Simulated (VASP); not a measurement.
Runs of VASP 6.6.1 on BaZrO3. The structure is that of space group Pm-3m (No. 221), or close to it. The cells are those of the table. 

```tsv
cell	gap on the mesh (eV)	pressure (GPa)
a = 4.226 Å, 5 atoms	3.13	(a)
a = 4.294 Å, 5 atoms	3.02	(c)
a = 4.120 Å, 5 atoms	3.30	(b)
a = 4.084 Å, 5 atoms	3.35	20.9
a = 4.260 Å, 5 atoms	3.08	-2.5
a = 4.327 Å, 5 atoms	2.97	-8.2
a = 4.047 Å, 5 atoms	3.40	27.8
a = 4.156 Å, 5 atoms	3.24	9.7
```

Alike in all rows: task single point; level PBE; potentials or basis VASP PAW PBE potentials, release 64 (Ba_sv, Zr_sv, O); no spin polarisation; k mesh 6 × 6 × 6; cutoff (eV) 520; smearing gaussian 0.01 eV.

Problem. Estimate the missing entries.

Solution. (a) 1.1; (b) 14.9; (c) -5.5.

Caveats: spin-orbit coupling is left out, which moves the levels of the heavy elements.

A k mesh can miss the band edges, and the runs leave out spin-orbit coupling on Ba, Zr.
